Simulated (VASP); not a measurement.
# Ta (P6_3/mmc) in VASP: single point with LDA

Aim: the single point of Ta with LDA.

Everything below comes from runs of VASP 6.6.1. Logs are shortened: lines on timing, memory, paths and dates and some standing lists are left out, and cuts for length are marked.

## 1. The cell of the first run

The structure is hexagonal, space group P6_3/mmc (No. 194). Conventional cell: a = 2.844 Å, b = 2.844 Å, c = 5.040 Å, α = 90.00°, β = 90.00°, γ = 120.00°. Within 3.7 Å of Ta (site symmetry -6m2) lie 12 Ta at 2.84 to 3.01 Å.

This isn't the form of Ta at room conditions, which is bcc.

## 2. Single point, LDA, non-collinear spin, zero start, spin-orbit coupling

The input, INCAR:

```
SYSTEM = Ta
ALGO = Normal
EDIFF = 1E-6
ENCUT = 520
GGA = CA
GGA_COMPAT = .FALSE.
ISIF = 2
ISMEAR = -1
LASPH = .TRUE.
LCHARG = .TRUE.
LMAXMIX = 4
LORBIT = 11
LORBMOM = .TRUE.
LREAL = .FALSE.
LSORBIT = .TRUE.
LVHAR = .TRUE.
LWAVE = .FALSE.
MAGMOM = 0 0 0 0 0 0
NBANDS = 34
NELM = 150
PREC = Accurate
SIGMA = 0.05
```

The input, KPOINTS:

```
k-points
0
G
  16 16 9
  0 0 0
```

The input, POSCAR:

```
Ta
1.0
    2.8435578142      0.0000000000      0.0000000000
   -1.4217789071      2.4625933043      0.0000000000
    0.0000000000      0.0000000000      5.0403491647
Ta
2
Direct
    0.3333333333      0.6666666667      0.2500000000
    0.6666666667      0.3333333333      0.7500000000
```

Potentials or basis: VASP PAW LDA potentials, release 64 (Ta_pv).

The run is started by

```bash
> cat potpaw_LDA.64/Ta_pv/POTCAR > POTCAR
> mpirun -np 1 vasp_ncl > vasp.out
```

OUTCAR:

```text
SYSTEM = Ta
   EDIFF = 1E-6
   ENCUT = 520
   GGA = CA
   ISIF = 2
   ISMEAR = -1
   LASPH = .TRUE.
   LORBIT = 11
   LREAL = .FALSE.
   LSORBIT = .TRUE.
   NELM = 150
   PREC = Accurate

 ion  position               nearest neighbor table
   1  0.333  0.667  0.250-   2 3.01   2 3.01   2 3.01   2 3.01   2 3.01   2 3.01
   2  0.667  0.333  0.750-   1 3.01   1 3.01   1 3.01   1 3.01   1 3.01   1 3.01

  LATTYP: Found a hexagonal cell.
 ALAT       =     2.8435578142
 C/A-ratio  =     1.7725502677

  Lattice vectors:

 A1 = (   2.8435578142,   0.0000000000,   0.0000000000)
 A2 = (  -1.4217789071,   2.4625933043,   0.0000000000)
 A3 = (   0.0000000000,   0.0000000000,   5.0403491647)

Analysis of symmetry for initial positions (statically):
=====================================================================
 Subroutine PRICEL returns:
 Original cell was already a primitive cell.

 Routine SETGRP: Setting up the symmetry group for a
 hexagonal supercell.

 Subroutine GETGRP returns: Found 24 space group operations
 (whereof 12 operations were pure point group operations)
 out of a pool of 24 trial point group operations.

The static configuration has the point symmetry D_3d.
 The point group associated with its full space group is D_6h.

Analysis of symmetry for dynamics (positions and initial velocities):
=====================================================================
 Subroutine PRICEL returns:
 Original cell was already a primitive cell.

 Routine SETGRP: Setting up the symmetry group for a
 hexagonal supercell.

 Subroutine GETGRP returns: Found 24 space group operations
 (whereof 12 operations were pure point group operations)
 out of a pool of 24 trial point group operations.

The dynamic configuration has the point symmetry D_3d.
 The point group associated with its full space group is D_6h.

Analysis of structural, dynamic, and magnetic symmetry:
=====================================================================
 Subroutine PRICEL returns:
 Original cell was already a primitive cell.

 Routine SETGRP: Setting up the symmetry group for a
 hexagonal supercell.

 Subroutine GETGRP returns: Found 24 space group operations
 (whereof 12 operations were pure point group operations)
 out of a pool of 24 trial point group operations.

The overall configuration has the point symmetry D_3d.
 The point group associated with its full space group is D_6h.

 Subroutine INISYM returns: Found 24 space group operations
 (whereof 12 operations are pure point group operations),
 and found     1 'primitive' translations

----------------------------------------------------------------------------------------

                                     Primitive cell

  volume of cell :      35.2952

  direct lattice vectors                    reciprocal lattice vectors
     2.843557814  0.000000000  0.000000000     0.351672118  0.203037992  0.000000000
    -1.421778907  2.462593304  0.000000000     0.000000000  0.406075984  0.000000000
     0.000000000  0.000000000  5.040349165     0.000000000  0.000000000  0.198398954

  length of vectors
     2.843557814  2.843557814  5.040349165     0.406075984  0.406075984  0.198398954

  position of ions in fractional coordinates (direct lattice)
     0.333333333  0.666666667  0.250000000
     0.666666667  0.333333333  0.750000000

  ion indices of the primitive-cell ions
   primitive index   ion index
                 1           1
                 2           2

----------------------------------------------------------------------------------------

 KPOINTS: k-points

Automatic generation of k-mesh.
 Grid dimensions read from file:
 generate k-points for:   16   16    9

 Generating k-lattice:

  Cartesian coordinates                     Fractional coordinates (reciprocal lattice)
     0.021979507  0.012689875  0.000000000     0.062500000  0.000000000  0.000000000
     0.000000000  0.025379749  0.000000000     0.000000000  0.062500000  0.000000000
     0.000000000  0.000000000  0.022044328     0.000000000  0.000000000  0.111111111

  Length of vectors
     0.025379749  0.025379749  0.022044328

  Shift w.r.t. Gamma in fractional coordinates (k-lattice)
     0.000000000  0.000000000  0.000000000

 Subroutine IBZKPT returns following result:
 ===========================================

 Found    150 irreducible k-points:

 Following reciprocal coordinates:
            Coordinates               Weight
  0.000000  0.000000  0.000000      1.000000
  0.062500  0.000000  0.000000      6.000000
  0.125000  0.000000  0.000000      6.000000
  0.187500  0.000000  0.000000      6.000000
[... 47 lines left out ...]
   POTIM  = 0.5000    time-step for ionic-motion
   TEBEG  =    0.0;   TEEND  =   0.0 temperature during run
   PSTRESS=    0.0 pullay stress
   NELECT =      22.0000    total number of electrons
   NUPDOWN=      -1.0000    fix difference up-down
   EMIN   =  10.00;   EMAX   =-10.00  energy-range for DOS
   EFERMI =   0.00;   METHOD = LEGACY
   ISMEAR =    -1;   SIGMA  =   0.05  broadening in eV -4-tet -1-fermi 0-gaus
   EFERMI_NEDOS =   21; number of points for ismear=-14 and -15
   IALGO  =     38    algorithm
   IMIX   =      4    mixing-type and parameters
     AMIX     =   0.40;   BMIX     =  1.00
     AMIX_MAG =   1.60;   BMIX_MAG =  1.00
  volume/ion in A,a.u.               =      17.65       119.09
  Fermi-wavevector in a.u.,A,eV,Ry     =   1.398440  2.642669 26.608033  1.955635
  Thomas-Fermi vector in A             =   2.521598
   LORBIT       =     11    0 simple, 1 ext, 2 COOP (PROOUT), +10 PAW based schemes
   GGA     = CA    functional components
   LHFCALC =     F    Hartree Fock is set to
   AEXX    =    0.0000 exact exchange contribution
   IVDW    =     0    specifies the selected vdW correction
   LEPSILON=     F    determine dielectric tensor
   LRPA    =     F    only Hartree local field effects (RPA)
  energy-cutoff  :      520.00
  volume of cell :       35.30
 maximum number of plane-waves:      1928
 NGX is ok and might be reduce to    24
   NGX = 11   NGY = 11   NGZ = 19

 number of electron      22.0000000 magnetization       0.0000000      0.0000000      0.0000000

 number of electron      21.9999996 magnetization      -0.0000000     -0.0000000      0.0000000

 number of electron      21.9999996 magnetization      -0.0000000     -0.0000000     -0.0000000

 number of electron      21.9999996 magnetization      -0.0000000      0.0000000      0.0000000

 Free energy of the ion-electron system (eV)
  ---------------------------------------------------
  ext. energy  EPLUGINS =         0.00000000
  ---------------------------------------------------
  free energy    TOTEN  =       -26.54101039 eV

  energy without entropy =      -26.51927744  energy(sigma->0) =      -26.53014391

 E-fermi :   5.9734     XC(G=0): -12.8885

 val. band max:        5.9728606565   @ k =   0.1875   0.1250   0.2222
 cond. band min:       5.9762764941   @ k =   0.3125   0.0625   0.1111
 fundamental gap:      0.0034158376
 Fermi energy:         5.9733528949

 k-point     1 :       0.0000    0.0000    0.0000
  band No.  band energies     occupation
      1     -32.9892      1.00000
      2     -32.9892      1.00000
      3     -32.7064      1.00000
      4     -32.7064      1.00000
      5     -25.6208      1.00000
      6     -25.6208      1.00000
[... 877 lines left out ...]
     33      12.8903      0.00000
     34      12.8903      0.00000

 [... further k-points ...]

------------------------ aborting loop because EDIFF is reached ----------------------------------------

  FORCE on cell =-STRESS in cart. coord.  units (eV):
  Direction    XX          YY          ZZ          XY          YZ          ZX
  --------------------------------------------------------------------------------------
  -------------------------------------------------------------------------------------
  Total        0.0828452      0.0828452      0.2081645      0.0000000      0.0000000     -0.0000000
  in kB        3.7606484      3.7606484      9.4493464      0.0000000      0.0000000     -0.0000000
  external PRESSURE =       5.6568811 kB  Pullay stress =       0.0000000 kB

 VOLUME and BASIS-vectors are now :
 -----------------------------------------------------------------------------
  energy-cutoff  :      520.00
  volume of cell :       35.30
      direct lattice vectors                 reciprocal lattice vectors
     2.843557814  0.000000000  0.000000000     0.351672118  0.203037992  0.000000000
    -1.421778907  2.462593304  0.000000000     0.000000000  0.406075984  0.000000000
     0.000000000  0.000000000  5.040349165     0.000000000  0.000000000  0.198398954

 POSITION                                       TOTAL-FORCE (eV/Angst)
 -----------------------------------------------------------------------------------
     -0.00000      1.64173      1.26009        -0.000000      0.000000     -0.000000
      1.42178      0.82086      3.78026         0.000000      0.000000      0.000000
 -----------------------------------------------------------------------------------
    total drift:                                0.000000      0.000000     -0.000000

  FREE ENERGIE OF THE ION-ELECTRON SYSTEM (eV)
  ---------------------------------------------------
  free  energy   TOTEN  =       -26.5410103852 eV

  energy  without entropy=      -26.5192774392  energy(sigma->0) =      -26.53014391

 orbital moment (x)

 # of ion     p       d       tot
 ----------------------------------------
  1        -0.000   0.000   0.000
  2        -0.000   0.000   0.000
 ----------------------------------------
           -0.000   0.000   0.000

 orbital moment (y)

 # of ion     p       d       tot
 ----------------------------------------
  1        -0.000  -0.000  -0.000
  2        -0.000  -0.000  -0.000
 ----------------------------------------
           -0.000  -0.000  -0.000

 orbital moment (z)

 # of ion     p       d       tot
 ----------------------------------------
  1         0.000   0.000   0.000
  2        -0.000   0.000  -0.000
 ----------------------------------------
            0.000   0.000   0.000

 Spin-Orbit-Coupling matrix elements

 Ion:    1  E_soc:     -1.4739441
 l=   1
     0.0000000    -0.2216007    -0.2227310
    -0.2216007     0.0000000    -0.2216007
    -0.2227310    -0.2216007     0.0000000
 l=   2
     0.0000000    -0.0047723     0.0000000    -0.0047723    -0.0191421
    -0.0047723     0.0000000    -0.0143670    -0.0040742    -0.0047723
     0.0000000    -0.0143670     0.0000000    -0.0143670     0.0000000
    -0.0047723    -0.0040742    -0.0143670     0.0000000    -0.0047723
    -0.0191421    -0.0047723     0.0000000    -0.0047723     0.0000000
 l=   3
     0.0000000     0.0000000     0.0000000     0.0000000     0.0000000     0.0000000     0.0000000
     0.0000000     0.0000000     0.0000000     0.0000000     0.0000000     0.0000000     0.0000000
     0.0000000     0.0000000     0.0000000     0.0000000     0.0000000     0.0000000     0.0000000
     0.0000000     0.0000000     0.0000000     0.0000000     0.0000000     0.0000000     0.0000000
     0.0000000     0.0000000     0.0000000     0.0000000     0.0000000     0.0000000     0.0000000
     0.0000000     0.0000000     0.0000000     0.0000000     0.0000000     0.0000000     0.0000000
     0.0000000     0.0000000     0.0000000     0.0000000     0.0000000     0.0000000     0.0000000

 Ion:    2  E_soc:     -1.4739441
 l=   1
     0.0000000    -0.2216007    -0.2227310
    -0.2216007     0.0000000    -0.2216007
    -0.2227310    -0.2216007     0.0000000
 l=   2
     0.0000000    -0.0047723     0.0000000    -0.0047723    -0.0191421
    -0.0047723     0.0000000    -0.0143670    -0.0040742    -0.0047723
     0.0000000    -0.0143670     0.0000000    -0.0143670     0.0000000
    -0.0047723    -0.0040742    -0.0143670     0.0000000    -0.0047723
    -0.0191421    -0.0047723     0.0000000    -0.0047723     0.0000000
 l=   3
     0.0000000     0.0000000     0.0000000     0.0000000     0.0000000     0.0000000     0.0000000
     0.0000000     0.0000000     0.0000000     0.0000000     0.0000000     0.0000000     0.0000000
     0.0000000     0.0000000     0.0000000     0.0000000     0.0000000     0.0000000     0.0000000
     0.0000000     0.0000000     0.0000000     0.0000000     0.0000000     0.0000000     0.0000000
     0.0000000     0.0000000     0.0000000     0.0000000     0.0000000     0.0000000     0.0000000
     0.0000000     0.0000000     0.0000000     0.0000000     0.0000000     0.0000000     0.0000000
     0.0000000     0.0000000     0.0000000     0.0000000     0.0000000     0.0000000     0.0000000

 total charge

# of ion       s       p       d       tot
------------------------------------------
    1        0.388   6.166   2.463   9.017
    2        0.388   6.166   2.463   9.017
--------------------------------------------------
tot          0.777  12.332   4.925  18.034

 magnetization (x)

# of ion       s       p       d       tot
------------------------------------------
    1       -0.000   0.000  -0.000  -0.000
    2        0.000   0.000  -0.000  -0.000
--------------------------------------------------
tot         -0.000   0.000  -0.000  -0.000

 magnetization (y)

# of ion       s       p       d       tot
------------------------------------------
    1        0.000   0.000   0.000   0.000
    2        0.000   0.000   0.000   0.000
--------------------------------------------------
tot          0.000   0.000   0.000   0.000

 magnetization (z)

# of ion       s       p       d       tot
------------------------------------------
    1        0.000   0.000   0.000   0.000
    2        0.000   0.000   0.000   0.000
--------------------------------------------------
tot          0.000   0.000   0.000   0.000
```

Wall time 2.7 min (1 thread of Intel Xeon Platinum 8488C (Sapphire Rapids), shared host); peak memory 0.37 GiB.

Results:

- Free energy: -26.5410 eV
- Pressure: 0.6 GPa
- Net moment: 0.00 μB per cell
- Valence electrons inside the program's atomic spheres: Ta 9.02

Moments on the atoms (μB; x, y, z):
```
Ta  0.00 0.00 0.00
Ta  0.00 0.00 0.00
```
